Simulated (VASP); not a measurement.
Input of a VASP 6.6.1 run:

File INCAR:

```
SYSTEM = Al3O2
  PREC = Accurate
  ENCUT = 520
  EDIFF = 1E-6
  ISMEAR = 0
  SIGMA = 0.1
  LREAL = .False.
  LASPH = .True.
  NELM = 150
  ALGO = Normal
  ISIF = 2
  LWAVE = .False.
  LCHARG = .False.
  ISPIN = 2
  MAGMOM = 0 0 0 1 1
  LORBIT = 11
  GGA = PE
  NBANDS = 22
```

KPOINTS

```
regular mesh
0
Gamma
  6 6 6
  0 0 0
```

File POSCAR:

```
Al3O2
1.0
    2.9501567069      1.7032737689      2.4017203819
   -2.9501567069      1.7032737689      2.4017203819
    0.0000000000     -3.4065475377      2.4017203819
Al O
3 2
Direct
    0.0000000000      0.0000000000      0.5000000000
    0.5000000000      0.0000000000      0.0000000000
    0.0000000000      0.5000000000      0.0000000000
    0.7252968690      0.7252968690      0.7252968690
    0.2747031310      0.2747031310      0.2747031310
```

Potentials or basis: VASP PAW PBE potentials, release 64 (Al, O).

Run with:

```console
$ cat potpaw_PBE.64/Al/POTCAR potpaw_PBE.64/O/POTCAR > POTCAR
$ mpirun -np 1 vasp_std > vasp.out
```

Q: What does it give for the net moment?

A: 0.35 μB per cell.

Q: What does it give for the largest force?

A: 0.010 eV/Å.

Q: Predict the pressure.

A: 0.1 GPa.

Stress tensor (GPa, compression positive):
```
 0.30  0.00  0.00
 0.00  0.30  0.00
 0.00  0.00 -0.38
```

Caveat: a moment this small can come from the mesh or the smearing.
